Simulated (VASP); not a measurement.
Crystal: Al7BN8.

```
Al B N
1.0
     6.12000    0.00000    0.00000
    -3.06000    5.30008    0.00000
     0.00000    0.00000    4.92000
Al B N
7 1 8
Cartesian
  1.5300 0.8833 2.4600
  -1.5300 4.4167 0.0000
  0.0000 3.5334 2.4600
  3.0600 1.7667 0.0000
  4.5900 0.8833 2.4600
  1.5300 4.4167 0.0000
  3.0600 3.5334 2.4600
  0.0000 1.7667 0.0000
  0.0000 1.7667 1.8794
  1.5300 0.8833 4.3394
  -1.5300 4.4167 1.8794
  0.0000 3.5334 4.3394
  3.0600 1.7667 1.8794
  4.5900 0.8833 4.3394
  1.5300 4.4167 1.8794
  3.0600 3.5334 4.3394
```

```yaml
Program: VASP 6.6.1
Task: relaxation of cell and atoms
Functional: PBE
Potentials_or_basis: VASP PAW PBE potentials, release 64 (Al, B, N)
Cutoff: 600 eV
k_mesh: 4 × 4 × 5
Occupations: gaussian, width 0.01 eV
Spin: no spin polarisation
```

At the start: pressure 3.8 GPa; volume 9.97 Å³/atom.

Problem. How do energy, volume and symmetry change on relaxing?

Solution. Over 12 steps the energy falls by 88.7 meV/atom and the volume is 9.99 Å³/atom (+0.1 %); space group P3m1 (No. 156, to 0.1 Å) before and after.

The path:
```tsv
step	energy change (eV)	largest force (eV/Å)	pressure (GPa)	volume (Å³)
1	0.0000	3.0970	3.80	159.59
2	-1.1483	1.3273	-5.70	165.11
3	-1.1584	1.0810	-6.37	165.66
4	-1.3184	1.0363	3.34	157.53
5	-1.3856	0.4532	-0.30	160.26
6	-1.4134	0.2066	-0.06	159.88
7	-1.4152	0.1744	-0.12	159.96
8	-1.4181	0.0490	0.10	159.77
9	-1.4181	0.0512	0.11	159.76
10	-1.4186	0.0368	-0.06	159.88
11	-1.4186	0.0412	-0.09	159.90
12	-1.4187	0.0064	0.04	159.80
```

Final structure:
```cif
data_structure
_symmetry_space_group_name_H-M 'P 1'
_symmetry_Int_Tables_number 1
_cell_length_a 6.1374
_cell_length_b 6.1374
_cell_length_c 4.8987
_cell_angle_alpha 90.000
_cell_angle_beta 90.000
_cell_angle_gamma 120.000
_cell_volume 159.80
loop_
_atom_site_label
_atom_site_type_symbol
_atom_site_fract_x
_atom_site_fract_y
_atom_site_fract_z
_atom_site_occupancy
Al1 Al 0.32841 0.17159 0.49729 1
Al2 Al 0.16512 0.83256 0.00083 1
Al3 Al 0.32841 0.65682 0.49729 1
Al4 Al 0.66744 0.33488 0.00083 1
Al5 Al 0.84318 0.17159 0.49729 1
Al6 Al 0.66744 0.83256 0.00083 1
Al7 Al 0.83333 0.66667 0.50214 1
B1 B 0.16667 0.33333 0.00755 1
N1 N 0.16667 0.33333 0.33477 1
N2 N 0.31641 0.18359 0.89003 1
N3 N 0.16885 0.83443 0.38743 1
N4 N 0.31641 0.63281 0.89003 1
N5 N 0.66557 0.33115 0.38743 1
N6 N 0.86719 0.18359 0.89003 1
N7 N 0.66557 0.83443 0.38743 1
N8 N 0.83333 0.66667 0.88479 1
```
